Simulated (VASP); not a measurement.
# Pt (Im-3m) in VASP: further runs, part 2 of 2

VASP 6.6.1.

## Step 4: Single point, PBEsol

This run uses another cell than the first one, of 14.51 Å³/atom, 1.074 times its volume.

File INCAR:

```
PREC = Accurate
ENCUT = 520
EDIFF = 1E-7
ISMEAR = -1
SIGMA = 0.1
LREAL = False
LASPH = True
NELM = 80
ALGO = Normal
ISIF = 2
LWAVE = False
LCHARG = True
GGA = PS
LELF = True
LVHAR = True
NBANDS = 11
```

File KPOINTS:

```
Automatic mesh
0
Gamma
  19 19 19
```

File POSCAR:

```
Pt
1.0
   -1.5365060695      1.5365060695      1.5365060695
    1.5365060695     -1.5365060695      1.5365060695
    1.5365060695      1.5365060695     -1.5365060695
Pt
1
Direct
    0.0000000000      0.0000000000      0.0000000000
```

Potentials or basis: VASP PAW PBE potentials, release 64 (Pt).

The run is started by

```console
$ cat potpaw_PBE.64/Pt/POTCAR > POTCAR
$ mpirun -np 1 vasp_std > vasp.out
```

OUTCAR:

```text
PREC = Accurate
   ENCUT = 520
   EDIFF = 1E-7
   ISMEAR = -1
   LREAL = False
   LASPH = True
   NELM = 80
   ISIF = 2
   GGA = PS

 ion  position               nearest neighbor table
   1  0.000  0.000  0.000-

  LATTYP: Found a body centered cubic cell.
 ALAT       =     3.0730121390

  Lattice vectors:

 A1 = (  -1.5365060695,   1.5365060695,   1.5365060695)
 A2 = (   1.5365060695,  -1.5365060695,   1.5365060695)
 A3 = (   1.5365060695,   1.5365060695,  -1.5365060695)

Analysis of symmetry for initial positions (statically):
=====================================================================
 Subroutine PRICEL returns:
 Original cell was already a primitive cell.

 Routine SETGRP: Setting up the symmetry group for a
 body centered cubic supercell.

 Subroutine GETGRP returns: Found 48 space group operations
 (whereof 48 operations were pure point group operations)
 out of a pool of 48 trial point group operations.

The static configuration has the point symmetry O_h .

Analysis of symmetry for dynamics (positions and initial velocities):
=====================================================================
 Subroutine PRICEL returns:
 Original cell was already a primitive cell.

 Routine SETGRP: Setting up the symmetry group for a
 body centered cubic supercell.

 Subroutine GETGRP returns: Found 48 space group operations
 (whereof 48 operations were pure point group operations)
 out of a pool of 48 trial point group operations.

The dynamic configuration has the point symmetry O_h .

 Subroutine INISYM returns: Found 48 space group operations
 (whereof 48 operations are pure point group operations),
 and found     1 'primitive' translations

----------------------------------------------------------------------------------------

                                     Primitive cell

  volume of cell :      14.5098

  direct lattice vectors                    reciprocal lattice vectors
    -1.536506069  1.536506069  1.536506069     0.000000000  0.325413619  0.325413619
     1.536506069 -1.536506069  1.536506069     0.325413619  0.000000000  0.325413619
     1.536506069  1.536506069 -1.536506069     0.325413619  0.325413619  0.000000000

  length of vectors
     2.661306579  2.661306579  2.661306579     0.460204353  0.460204353  0.460204353

  position of ions in fractional coordinates (direct lattice)
     0.000000000  0.000000000  0.000000000

  ion indices of the primitive-cell ions
   primitive index   ion index
                 1           1

----------------------------------------------------------------------------------------

 KPOINTS: Automatic mesh

Automatic generation of k-mesh.
 Grid dimensions read from file:
 generate k-points for:   19   19   19

 Generating k-lattice:

  Cartesian coordinates                     Fractional coordinates (reciprocal lattice)
     0.000000000  0.017127033  0.017127033     0.052631579  0.000000000  0.000000000
     0.017127033  0.000000000  0.017127033     0.000000000  0.052631579  0.000000000
     0.017127033  0.017127033  0.000000000     0.000000000  0.000000000  0.052631579

  Length of vectors
     0.024221282  0.024221282  0.024221282

  Shift w.r.t. Gamma in fractional coordinates (k-lattice)
     0.000000000  0.000000000  0.000000000

 Subroutine IBZKPT returns following result:
 ===========================================

 Found    220 irreducible k-points:

 Following reciprocal coordinates:
            Coordinates               Weight
  0.000000  0.000000  0.000000      1.000000
  0.052632  0.000000  0.000000     12.000000
  0.105263  0.000000  0.000000     12.000000
  0.157895  0.000000  0.000000     12.000000
  0.210526  0.000000  0.000000     12.000000
  0.263158  0.000000  0.000000     12.000000
[... 16 lines left out ...]
  0.263158  0.105263  0.000000     48.000000
  0.315789  0.105263  0.000000     48.000000
 [... further k-points ...]
   k-points           NKPTS =    220   k-points in BZ     NKDIM =    220   number of bands    NBANDS=     11
   number of dos      NEDOS =    301   number of ions     NIONS =      1
   total plane-waves  NPLWV =   8000
   dimension x,y,z NGX =    20 NGY =   20 NGZ =   20
   dimension x,y,z NGXF=    40 NGYF=   40 NGZF=   40
   ions per type =               1
   NGX,Y,Z   is equivalent  to a cutoff of  12.49, 12.49, 12.49 a.u.
   NGXF,Y,Z  is equivalent  to a cutoff of  24.99, 24.99, 24.99 a.u.
 SYSTEM =  unknown system
   PREC   = accura    normal or accurate (medium, high low for compatibility)
   ISTART =      0    job   : 0-new  1-cont  2-samecut
   ICHARG =      2    charge: 1-file 2-atom 10-const
   ISPIN  =      1    spin polarized calculation?
   LNONCOLLINEAR =      F non collinear calculations
   LSORBIT =      F    spin-orbit coupling
   LASPH  =      T    aspherical Exc in radial PAW
   ENCUT  =  520.0 eV  38.22 Ry    6.18 a.u.   4.95  4.95  4.95*2*pi/ulx,y,z
   NELM   =     80;   NELMIN=  2; NELMDL= -5     # of ELM steps
   EDIFF  = 0.1E-06   stopping-criterion for ELM
   LREAL  =      F    real-space projection
   EDIFFG = 0.1E-05   stopping-criterion for IOM
   NSW    =      0    number of steps for IOM
   IBRION =     -1    ionic relax: 0-MD 1-quasi-New 2-CG
   NFREE  =      0    steps in history (QN), initial steepest desc. (CG)
   ISIF   =      2    stress and relaxation
   ISYM   =      2    0-nonsym 1-usesym 2-fastsym
   POTIM  = 0.5000    time-step for ionic-motion
   TEBEG  =    0.0;   TEEND  =   0.0 temperature during run
   PSTRESS=    0.0 pullay stress
   NELECT =      10.0000    total number of electrons
   NUPDOWN=      -1.0000    fix difference up-down
   EMIN   =  10.00;   EMAX   =-10.00  energy-range for DOS
   EFERMI =   0.00;   METHOD = LEGACY
   ISMEAR =    -1;   SIGMA  =   0.10  broadening in eV -4-tet -1-fermi 0-gaus
   EFERMI_NEDOS =   21; number of points for ismear=-14 and -15
   IALGO  =     38    algorithm
   IMIX   =      4    mixing-type and parameters
     AMIX     =   0.40;   BMIX     =  1.00
     AMIX_MAG =   1.60;   BMIX_MAG =  1.00
  volume/ion in A,a.u.               =      14.51        97.92
  Fermi-wavevector in a.u.,A,eV,Ry     =   1.446063  2.732663 28.451119  2.091098
  Thomas-Fermi vector in A             =   2.564174
   LORBIT       =      0    0 simple, 1 ext, 2 COOP (PROOUT), +10 PAW based schemes
   GGA     = PS    functional components
   LHFCALC =     F    Hartree Fock is set to
   AEXX    =    0.0000 exact exchange contribution
   IVDW    =     0    specifies the selected vdW correction
   LEPSILON=     F    determine dielectric tensor
   LRPA    =     F    only Hartree local field effects (RPA)
 non-spin polarized calculation
  energy-cutoff  :      520.00
  volume of cell :       14.51
 maximum number of plane-waves:       405
   NGX =  9   NGY =  9   NGZ =  9

 number of electron      10.0000003 magnetization

 Free energy of the ion-electron system (eV)
  ---------------------------------------------------
  ext. energy  EPLUGINS =         0.00000000
  ---------------------------------------------------
  free energy    TOTEN  =        -6.83328632 eV

  energy without entropy =       -6.79804478  energy(sigma->0) =       -6.81566555

 E-fermi :  11.6047     XC(G=0): -13.8503

 val. band max:       11.5990119354   @ k =  -0.2632   0.3158   0.1579
 cond. band min:      11.6069483593   @ k =  -0.3158   0.3158   0.1579
 fundamental gap:      0.0079364240
 Fermi energy:        11.6047084066

 k-point     1 :       0.0000    0.0000    0.0000
  band No.  band energies     occupation
      1       1.1279      2.00000
      2       7.6326      2.00000
      3       7.6326      2.00000
      4       7.6326      2.00000
      5      10.4760      1.99997
      6      10.4760      1.99997
      7      28.6392      0.00000
      8      28.6392      0.00000
      9      28.6392      0.00000
     10      39.7573      0.00000
     11      39.7573      0.00000

 k-point     2 :       0.0526    0.0000    0.0000
  band No.  band energies     occupation
      1       1.2510      2.00000
      2       7.5806      2.00000
      3       7.6317      2.00000
      4       7.7351      2.00000
      5      10.4053      1.99999
      6      10.4793      1.99997
      7      28.7081      0.00000
      8      28.7815      0.00000
      9      28.8266      0.00000
     10      38.0611      0.00000
     11      38.7485      0.00000
[... 295 lines left out ...]
 k-point    24 :       0.3158    0.1053    0.0000
  band No.  band energies     occupation
      1       4.4990      2.00000
      2       6.3083      2.00000
      3       8.3806      2.00000
      4      10.1355      2.00000
      5      10.9180      1.99792
      6      12.5170      0.00022
      7      21.9137      0.00000
      8      25.9397      0.00000
      9      28.9430      0.00000
     10      34.5846      0.00000
     11      37.4280      0.00000

 [... further k-points ...]
[... 5 lines left out ...]
  --------------------------------------------------------------------------------------
  -------------------------------------------------------------------------------------
  Total        1.3276655      1.3276655      1.3276655     -0.0000000     -0.0000000      0.0000000
  in kB      146.6008285    146.6008285    146.6008285     -0.0000000     -0.0000000      0.0000000
  external PRESSURE =     146.6008285 kB  Pullay stress =       0.0000000 kB

 VOLUME and BASIS-vectors are now :
 -----------------------------------------------------------------------------
  energy-cutoff  :      520.00
  volume of cell :       14.51
      direct lattice vectors                 reciprocal lattice vectors
    -1.536506069  1.536506069  1.536506069     0.000000000  0.325413619  0.325413619
     1.536506069 -1.536506069  1.536506069     0.325413619  0.000000000  0.325413619
     1.536506069  1.536506069 -1.536506069     0.325413619  0.325413619  0.000000000

 POSITION                                       TOTAL-FORCE (eV/Angst)
 -----------------------------------------------------------------------------------
      0.00000      0.00000      0.00000         0.000000      0.000000      0.000000
 -----------------------------------------------------------------------------------
    total drift:                                0.000000      0.000000      0.000000

  FREE ENERGIE OF THE ION-ELECTRON SYSTEM (eV)
  ---------------------------------------------------
  free  energy   TOTEN  =        -6.8332863212 eV

  energy  without entropy=       -6.7980447794  energy(sigma->0) =       -6.81566555
```

OSZICAR:

```text
N       E                     dE             d eps       ncg     rms          rms(c)
DAV:   1     0.392704972640E+02    0.39270E+02   -0.54382E+03  4928   0.853E+02
DAV:   2    -0.666138825920E+01   -0.45932E+02   -0.43957E+02  5566   0.178E+02
DAV:   3    -0.724967881593E+01   -0.58829E+00   -0.58617E+00  5698   0.193E+01
DAV:   4    -0.725193895206E+01   -0.22601E-02   -0.22600E-02  5632   0.140E+00
DAV:   5    -0.725195587664E+01   -0.16925E-04   -0.16926E-04  5746   0.110E-01    0.145E+01
DAV:   6    -0.688627745234E+01    0.36568E+00   -0.75135E-01  5221   0.692E+00    0.752E+00
DAV:   7    -0.683771016986E+01    0.48567E-01   -0.16258E-01  5569   0.313E+00    0.252E+00
DAV:   8    -0.683354085324E+01    0.41693E-02   -0.75839E-03  5290   0.806E-01    0.622E-01
DAV:   9    -0.683328172002E+01    0.25913E-03   -0.20601E-04  5557   0.135E-01    0.177E-02
DAV:  10    -0.683328615493E+01   -0.44349E-05   -0.29394E-06  5895   0.123E-02    0.266E-03
DAV:  11    -0.683328630484E+01   -0.14991E-06   -0.37204E-08  4911   0.176E-03    0.953E-04
DAV:  12    -0.683328632121E+01   -0.16375E-07   -0.26805E-09  3053   0.339E-04
   1 F= -.68332863E+01 E0= -.68156656E+01  d E =-.352415E-01
```

Run time: 26 s. Hardware: 1 thread of AMD EPYC 9R45 (Zen 5), shared host; peak memory 0.12 GiB.

Results:

* Free energy: -6.8333 eV
* Pressure: 14.7 GPa
* Band gap on the k mesh: zero (band 5 reaches 12.74 eV, above the bottom of band 6 at 10.34 eV)

Caveat: the PAW data sets were made with another functional, which shifts forces and pressure a little; spin-orbit coupling is left out, which moves the levels of the heavy elements.

## Step 5: Single point, PBEsol

This run uses another cell than the first one, of 15.22 Å³/atom, 1.127 times its volume.

File INCAR:

```
SYSTEM = Pt
ALGO = Normal
EDIFF = 1E-6
ENCUT = 520
GGA = PS
ISIF = 2
ISMEAR = -1
LASPH = .True.
LCHARG = .False.
LREAL = .False.
LWAVE = .False.
NBANDS = 11
NELM = 80
PREC = Accurate
SIGMA = 0.1
```

File KPOINTS:

```
k-points
0
Gamma
  19 19 19
  0 0 0
```

File POSCAR:

```
Pt
1.0
   -1.5612822396      1.5612822396      1.5612822396
    1.5612822396     -1.5612822396      1.5612822396
    1.5612822396      1.5612822396     -1.5612822396
Pt
1
Direct
    0.0000000000      0.0000000000      0.0000000000
```

The run is started by

```console
$ cat potpaw_PBE.64/Pt/POTCAR > POTCAR
$ mpirun -np 1 vasp_std > vasp.out
```

It took 24 s on 1 thread of AMD EPYC 9R45 (Zen 5), shared host; peak memory 0.12 GiB.

Results (log left out):

```yaml
Free_energy: -6.8641 eV
Pressure: -0.4 GPa
Band_gap_on_the_k_mesh: zero (band 5 reaches 11.72 eV, above the bottom of band 6 at 9.53 eV)
```

Levels at points of the mesh, in eV from the Fermi level:
```tsv
k point	band 1	band 2	band 3	band 4	band 5	band 6	band 7	band 8	band 9	band 10
(0.00, 0.00, 0.00)	-9.96	-3.69	-3.69	-3.69	-1.04	-1.04	17.07	17.07	17.07	27.55
```

Caveat: the PAW data sets were made with another functional, which shifts forces and pressure a little; spin-orbit coupling is left out, which moves the levels of the heavy elements.

## Step 6: Overview

| cell | gap on the mesh (eV) | pressure (GPa) |
| --- | --- | --- |
| a = 2.599 Å, angles 109.5°, 1 atom | none | 44.8 |
| a = 2.627 Å, angles 109.5°, 1 atom | none | 29.7 |
| a = 2.661 Å, angles 109.5°, 1 atom | none | 14.7 |
| a = 2.704 Å, angles 109.5°, 1 atom | none | -0.4 |

Alike in all rows: task single point; level PBEsol; potentials or basis VASP PAW PBE potentials, release 64 (Pt); no spin polarisation; k mesh 19 × 19 × 19; cutoff (eV) 520; smearing fermi-dirac 0.1 eV.

Caveats: the PAW data sets were made with another functional, which shifts forces and pressure a little; spin-orbit coupling is left out, which moves the levels of the heavy elements.

Absolute energies hang on the potentials; compare differences alone.
